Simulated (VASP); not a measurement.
Wanted: the native input for a VASP 6.6.1 run.

- Task: single point
- Functional: PBE
- Potentials or basis: VASP PAW PBE potentials, release 64 (S)
- Cutoff: 500 eV
- k mesh: 9 × 9 × 9
- Occupations: fermi-dirac, width 0.05 eV
- Spin: no spin polarisation
- Dipole correction: no
- Further INCAR settings: ALGO = Normal; EDIFF = 1e-06; NBANDS = 9

The structure of S lies in POSCAR:

```
S
1.0
    0.0000000000      1.9924095260      1.9924095260
    1.9924095260      0.0000000000      1.9924095260
    1.9924095260      1.9924095260      0.0000000000
S
1
Direct
    0.0000000000      0.0000000000      0.0000000000
```

This isn't the form of S at room conditions, which is orthorhombic, of S8 rings.

One way to write it, as run:

INCAR

```
PREC = Accurate ; ENCUT = 500
EDIFF = 1E-6 ; ISMEAR = -1
SIGMA = 0.05 ; LREAL = F
LASPH = T ; NELM = 120
ALGO = Normal ; ISIF = 2
LWAVE = F ; LCHARG = F
GGA = PE ; NBANDS = 9
GGA_COMPAT = F
```

KPOINTS

```
Automatic mesh
0
Gamma
  9 9 9
```

Potentials or basis: VASP PAW PBE potentials, release 64 (S).

Run with:

```sh
$ cat potpaw_PBE.64/S/POTCAR > POTCAR
$ mpirun -np 1 vasp_std > vasp.out
```

It gave:

The pressure is -0.2 GPa and the band gap on the k mesh is zero (bands 3 and 4 overlap by 5.21 eV).

It took 4.9 s on 1 thread of Intel(R) Xeon(R) Platinum 8259CL CPU @ 2.50GHz (Skylake/Cascade Lake), with other jobs on the host, peak memory 0.13 GiB.
